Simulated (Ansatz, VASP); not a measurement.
This is a calculation of PbO2 for VASP 6.6.1.

File INCAR:

```
SYSTEM = PbO2
PREC = Accurate
ENCUT = 600
EDIFF = 1E-6
ISMEAR = -1
SIGMA = 0.05
LREAL = .False.
LASPH = .True.
NELM = 80
ALGO = Normal
ISIF = 3
LWAVE = .False.
LCHARG = .False.
GGA = RP
IBRION = 2
NSW = 60
EDIFFG = -0.01
```

File KPOINTS:

```
Automatic mesh
0
Gamma
  5 5 6
  0 0 0
```

Contents of POSCAR:

```
PbO2
1.0
    4.9949598700      0.0000000000      0.0000000000
    0.0000000000      4.9949598700      0.0000000000
    0.0000000000      0.0000000000      3.4090009600
Pb O
2 4
Direct
    0.5000000000      0.5000000000      0.5000000000
    0.0000000000      0.0000000000      0.0000000000
    0.6925710400      0.6925710400      0.0000000000
    0.8074289600      0.1925710400      0.5000000000
    0.1925710400      0.8074289600      0.5000000000
    0.3074289600      0.3074289600      0.0000000000
```

Potentials or basis: VASP PAW PBE potentials, release 64 (Pb_d, O).

Run with:

```bash
$ cat potpaw_PBE.64/Pb_d/POTCAR potpaw_PBE.64/O/POTCAR > POTCAR
$ mpirun -np 1 vasp_std > vasp.out
```

Translate it to Ansatz 0.2.0. Potentials there: Ansatz PAW.

As run (the cutoff follows the program's own potentials):

The input input.yaml:

```yaml
crystal:
  lattice:
    - [4.99495987, 0.0, 0.0]
    - [0.0, 4.99495987, 0.0]
    - [0.0, 0.0, 3.40900096]
  atoms:
    - { symbol: Pb, position: [0.5, 0.5, 0.5] }
    - { symbol: Pb, position: [0.0, 0.0, 0.0] }
    - { symbol: O, position: [0.69257104, 0.69257104, 0.0] }
    - { symbol: O, position: [0.80742896, 0.19257104, 0.5] }
    - { symbol: O, position: [0.19257104, 0.80742896, 0.5] }
    - { symbol: O, position: [0.30742896, 0.30742896, 0.0] }
hamiltonian:
  xc: rpbe
  pseudopotentials: { kind: paw }
kpoints:
  mp_grid: { grid: [5, 5, 6] }
scf:
  occupations: { method: fermi_dirac, width: 0.05 }
output:
  forces: true
  stress: true
  eigenvalues: true
relax:
  f_tol: 0.01
  max_steps: 40
  cell: { stress_tol: 0.05 }
```

Potentials or basis: Ansatz PAW.

Launch:

```bash
$ ansatz run input.yaml --threads 2 --pin off --max-ram 5632MiB --backend cpu --events-out ev --progress --plain --runs-dir out
```

Both were run:

|  | VASP | Ansatz | Ansatz less VASP |
| --- | --- | --- | --- |
| gap on the k mesh at the Fermi level, each at its own relaxed structure (eV) | 0.11 | 0.13 | +0.011 |
| relaxed volume (Å³/atom) | 15.32 | 15.31 | -0.006 |
| relaxed length of the cell vector where the two differ most in proportion (Å) | 3.455 | 3.453 | -0.0018 |

VASP's potentials were made for PBE, not for RPBE.

Spin-orbit coupling is off throughout. Noted on Ansatz's run: odd divisions of the mesh miss points on the zone boundary, where band edges often lie, so the gap on the mesh can be too wide; the plane-wave basis is chosen anew once the cell has moved, so the energies of steps on either side of that aren't comparable.
